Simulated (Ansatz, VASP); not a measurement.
## LiF: VASP beside Ansatz

Contents of INCAR:

```
SYSTEM = LiF
  PREC = Accurate
  ENCUT = 520
  EDIFF = 1E-7
  ISMEAR = 0
  SIGMA = 0.05
  LREAL = .False.
  LASPH = .True.
  NELM = 80
  ALGO = Normal
  ISIF = 2
  LWAVE = .False.
  LCHARG = .True.
  GGA = CA
  LELF = .True.
  LVHAR = .True.
  NBANDS = 18
```

KPOINTS

```
regular mesh
0
Gamma
  9 9 6
  0 0 0
```

Contents of POSCAR:

```
LiF
1.0
    2.8590603528      0.0000000000      0.0000000000
   -1.4295301764      2.4760188965      0.0000000000
    0.0000000000      0.0000000000      4.3960468319
Li F
2 2
Direct
    0.3333333333      0.6666666667      0.3839784076
    0.6666666667      0.3333333333      0.8839784076
    0.3333333333      0.6666666667      0.9910195924
    0.6666666667      0.3333333333      0.4910195924
```

Input for Ansatz:

```yaml
crystal:
  lattice:
    - [2.8590603528, 0.0, 0.0]
    - [-1.4295301764, 2.4760188965, 0.0]
    - [0.0, 0.0, 4.3960468319]
  atoms:
    - { symbol: Li, position: [0.3333333333, 0.6666666667, 0.3839784076] }
    - { symbol: Li, position: [0.6666666667, 0.3333333333, 0.8839784076] }
    - { symbol: F, position: [0.3333333333, 0.6666666667, 0.9910195924] }
    - { symbol: F, position: [0.6666666667, 0.3333333333, 0.4910195924] }
basis:
  ecutwfc: 520.0
kpoints:
  mp_grid: { grid: [9, 9, 6] }
hamiltonian:
  xc: lda
scf:
  occupations: { method: gaussian, width: 0.05 }
output:
  forces: true
  stress: true
  eigenvalues: true
```

Alike in both runs: task single point; functional LDA; k mesh 9 × 9 × 6; occupations gaussian, width 0.05 eV; no spin polarisation.

|  | VASP | Ansatz |
| --- | --- | --- |
| version | VASP 6.6.1 | Ansatz 0.2.0 |
| potentials or method | VASP PAW LDA potentials, release 64 (Li_sv, F), cutoff 520 eV | scalar-relativistic, plane waves, PAW |
| valence electrons in the cell | 20 | 20 |

Ansatz gave:

* gap on the k mesh at the Fermi level (eV): 8.90
* least direct gap on the mesh (eV): 8.90
* rms of the force components (eV/Å): 0.033

Q: Which values does VASP return?

A: gap on the k mesh at the Fermi level (eV): 8.88; least direct gap on the mesh (eV): 8.88; rms of the force components (eV/Å): 0.034.

LDA's correlation is that of Perdew and Zunger in VASP and of Perdew and Wang (1992) in Ansatz. Atom by atom the forces differ by 0.001 eV/Å (rms over components).

Noted on VASP's run: the cutoff is short for stress, so the pressure is rough.
